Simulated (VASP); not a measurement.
The system is Ta3S.

```
CELL_PARAMETERS angstrom
4.11084 0.00000 0.00000
0.00000 4.11084 0.00000
0.00000 0.00000 4.11084
ATOMIC_POSITIONS crystal
Ta 0.00000 0.50000 0.50000
Ta 0.50000 0.00000 0.50000
Ta 0.50000 0.50000 0.00000
S 0.00000 0.00000 0.00000
```

```yaml
Program: VASP 6.6.1
Task: relaxation of cell and atoms
Functional: PBE
Potentials_or_basis: VASP PAW PBE potentials, release 64 (Ta_pv, S)
Cutoff: 600 eV
k_mesh: 12 × 12 × 12
Occupations: gaussian, width 0.1 eV
Spin: no spin polarisation
```

At the start: pressure -2.4 GPa; volume 17.37 Å³/atom.

Problem. Where does the relaxation end?

Solution. Over 3 steps the energy falls by 2.1 meV/atom and the volume is 17.10 Å³/atom (-1.5 %); space group Pm-3m (No. 221, to 0.1 Å) before and after.

The path:
```csv
step,energy change (eV),largest force (eV/Å),pressure (GPa),volume (Å³)
1,0.0000,0.0000,-2.43,69.47
2,0.0100,0.0000,3.82,66.85
3,-0.0083,0.0000,0.00,68.41
```

Final structure:
```yaml
crystal:
  lattice:
    - [4.08975, 0.00000, 0.00000]
    - [0.00000, 4.08975, 0.00000]
    - [0.00000, 0.00000, 4.08975]
  atoms:
    - { symbol: Ta, position: [0.00000, 0.50000, 0.50000] }
    - { symbol: Ta, position: [0.50000, 0.00000, 0.50000] }
    - { symbol: Ta, position: [0.50000, 0.50000, 0.00000] }
    - { symbol: S, position: [0.00000, 0.00000, 0.00000] }
```
